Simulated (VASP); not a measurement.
Write the native input for VASP 6.6.1 that does the following.

- Task: single point
- Functional: PBE
- Potentials or basis: VASP PAW PBE potentials, release 64 (Si, C)
- Cutoff: 520 eV
- k mesh: 1 × 1 × 1
- Occupations: gaussian, width 0.05 eV
- Spin: collinear spin, zero start
- Starting moments: [0.0, 0.0, 0.0, 0.0, 0.0, 0.0, 0.0, 0.0, 0.0, 0.0, 0.0, 0.0, 0.0, 0.0, 0.0, 0.0, 0.0] μB
- Dipole correction: no
- Further INCAR settings: LREAL = Auto; ALGO = Normal; EDIFF = 1e-06; NBANDS = 52

The structure of Si16C (a cell with a defect) lies in POSCAR:

```
Si16C
1.0
    0.0000000000      5.4300000000      5.4300000000
    5.4300000000      0.0000000000      5.4300000000
    5.4300000000      5.4300000000      0.0000000000
Si C
16 1
Direct
    0.0065409761     -0.0292144567      0.0485895948
    0.3123382136      0.2162383978      0.0390888582
    0.2008159300     -0.1058512891      0.2931382136
    0.2131331492      0.0436674033      0.6945255985
   -0.0228467772      0.4634058932      0.0337011050
   -0.0192720074      0.6432211786      0.2054335175
    0.0517969613      0.3535906998      0.7621772560
    0.2107904236      0.5996418048      0.6733423573
    0.3703845304     -0.0160062615     -0.0955202578
    0.6652555249      0.1455301105      0.2486017495
    0.3885212707      0.0566492634      0.3348669429
    0.8833604972      0.1782437385      0.3284297422
    0.1879097606      0.5474738490      0.3897607735
    0.5946875691      0.6564658379      0.0949188766
    0.5476340700      0.3985267035      0.5028622468
    0.6142771639      0.7223410681      0.3610165746
    0.4838135359      0.4356603131      0.2800347145
```

One way to write it, as run:

INCAR

```
ALGO = Normal ; EDIFF = 1E-6
ENCUT = 520 ; GGA = PE
ISIF = 2 ; ISMEAR = 0
ISPIN = 2 ; LASPH = True
LCHARG = False ; LORBIT = 11
LREAL = Auto ; LWAVE = False
MAGMOM = 0 0 0 0 0 0 0 0 0 0 0 0 0 0 0 0 0 ; NBANDS = 52
NELM = 150 ; PREC = Accurate
SIGMA = 0.05
```

KPOINTS

```
k-points
0
Gamma
  1 1 1
```

Potentials or basis: VASP PAW PBE potentials, release 64 (Si, C).

Command:

```console
$ cat potpaw_PBE.64/Si/POTCAR potpaw_PBE.64/C/POTCAR > POTCAR
$ mpirun -np 1 vasp_gam > vasp.out
```

Results of the run:

The pressure is 14.6 GPa, the largest force is 1.153 eV/Å and the net moment is 0.00 μB per cell. The valence electrons inside the program's atomic spheres are Si 1.71, 1.73, 1.68, 1.74, 1.69, 1.79, 1.70, 1.72, 1.78, 1.75, 1.67 (each value once); C 2.48.

Caveat: the k points lie up to 1.00 Å⁻¹ apart, too coarse for converged energies, forces and pressures.

Wall time 3.6 min on 1 thread of Intel Xeon 8259CL, with other jobs on the host, peak memory 0.61 GiB.
